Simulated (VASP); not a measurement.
Set up this calculation in VASP 6.6.1, as the native input.

| Quantity | Value |
| --- | --- |
| Task | relaxation of cell and atoms |
| Functional | PBE |
| Dispersion | D3(BJ) |
| Potentials or basis | VASP PAW PBE potentials, release 64 (H, S, O) |
| Cutoff | 600 eV |
| k mesh | 6 × 6 × 6 |
| Occupations | gaussian, width 0.1 eV |
| Spin | collinear spin, ferromagnetic start |
| Starting moments | [0.0, 0.0, 0.0, 0.0, 0.0, 1.0] μB |
| Dipole correction | no |
| Further INCAR settings | ALGO = Fast; EDIFF = 1e-06; IBRION = 2; EDIFFG = -0.04; NSW = 90; ISIF = 3 |

The structure of H4SO lies in POSCAR:

```
H4SO
1.0
    0.0000000000      3.0913985700      3.0913985700
    3.0913985700      0.0000000000      3.0913985700
    3.0913985700      3.0913985700      0.0000000000
H S O
4 1 1
Direct
    0.8772199700      0.3742600100      0.3742600100
    0.3742600100      0.3742600100      0.3742600100
    0.3742600100      0.8772199700      0.3742600100
    0.3742600100      0.3742600100      0.8772199700
    0.0000000000      0.0000000000      0.0000000000
    0.7500000000      0.7500000000      0.7500000000
```

The cell was generated, and may not be a known phase.

These files were run (other wordings do the same):

INCAR

```
  PREC = Accurate
  ENCUT = 600
  EDIFF = 1E-6
  ISMEAR = 0
  SIGMA = 0.1
  LREAL = False
  LASPH = True
  NELM = 150
  ALGO = Fast
  ISIF = 3
  LWAVE = False
  LCHARG = False
  ISPIN = 2
  MAGMOM = 0 0 0 0 0 1
  LORBIT = 11
  GGA = PE
  IVDW = 12
  IBRION = 2
  NSW = 90
  EDIFFG = -0.04
```

KPOINTS

```
regular mesh
0
Gamma
  6 6 6
```

Potentials or basis: VASP PAW PBE potentials, release 64 (H, S, O).

Command:

```bash
$ cat potpaw_PBE.64/H/POTCAR potpaw_PBE.64/S/POTCAR potpaw_PBE.64/O/POTCAR > POTCAR
$ mpirun -np 1 vasp_std > vasp.out
```

Results of the run:

```
Relaxed volume                                        : 6.29 Å³/atom
Relaxed cell                                          : a = 3.766 Å, b = 3.766 Å, c = 3.766 Å, α = 60.00°, β = 60.00°, γ = 60.00°
Space group after relaxing (to 0.1 Å)                 : F-43m (No. 216)
Pressure after relaxing                               : -0.1 GPa
Band gap on the k mesh                                : zero (filled and empty bands overlap)
Net moment                                            : 0.00 μB per cell
Valence electrons inside the program's atomic spheres : H 0.43; S 3.46; O 4.79
Dispersion energy per atom                            : -0.176 eV
```

Caveat: the volume moved by over 15 % at a fixed basis, so the end points are rough.

It took 13 min on 1 thread of Oxide Virtual Turin-like Processor, with other jobs on the host, peak memory 0.25 GiB.
